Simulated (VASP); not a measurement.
Set up this calculation in VASP 6.6.1, as the native input.

* Task: single point
* Functional: LDA
* Potentials or basis: VASP PAW LDA potentials, release 64 (Hf_pv, O)
* Cutoff: 520 eV
* k mesh: 5 × 6 × 5
* Occupations: fermi-dirac, width 0.05 eV
* Spin: no spin polarisation
* Dipole correction: no
* Further INCAR settings: ALGO = Normal; EDIFF = 1e-06; NBANDS = 56

The structure of HfO2 lies in POSCAR:

```
HfO2
1.0
    5.1844323491      0.0000000000      0.0000000000
    0.0000000000      4.9711736599      0.0000000000
    0.0000000000      0.0000000000      4.9989076225
Hf O
4 8
Direct
    0.9669940000      0.7325208200      0.7414403500
    0.5330060000      0.7325208200      0.2414403500
    0.4669940000      0.2674791800      0.7414403500
    0.0330060000      0.2674791800      0.2414403500
    0.6321274500      0.9286454000      0.8792672600
    0.8678725500      0.9286454000      0.3792672600
    0.2339485200      0.5398830500      0.4922923900
    0.2660514800      0.5398830500      0.9922923900
    0.7660514800      0.4601169500      0.9922923900
    0.7339485200      0.4601169500      0.4922923900
    0.1321274500      0.0713546000      0.8792672600
    0.3678725500      0.0713546000      0.3792672600
```

One way to write it, as run:

INCAR

```
SYSTEM = HfO2
PREC = Accurate
ENCUT = 520
EDIFF = 1E-6
ISMEAR = -1
SIGMA = 0.05
LREAL = .FALSE.
LASPH = .TRUE.
NELM = 80
ALGO = Normal
ISIF = 2
LWAVE = .FALSE.
LCHARG = .TRUE.
GGA = CA
LELF = .TRUE.
LVHAR = .TRUE.
NBANDS = 56
```

KPOINTS

```
regular mesh
0
G
  5 6 5
  0 0 0
```

Potentials or basis: VASP PAW LDA potentials, release 64 (Hf_pv, O).

Command:

```bash
$ cat potpaw_LDA.64/Hf_pv/POTCAR potpaw_LDA.64/O/POTCAR > POTCAR
$ mpirun -np 1 vasp_std > vasp.out
```

Results of the run:

- Pressure: -2.2 GPa
- Largest force: 0.131 eV/Å
- Band gap on the k mesh: 4.32 eV, indirect (least direct gap 4.53 eV)

Caveat: spin-orbit coupling is left out, which moves the levels of the heavy elements.

Wall time 4.5 min on 1 thread of Intel Xeon 6975P-C, with other jobs on the host, peak memory 0.32 GiB.
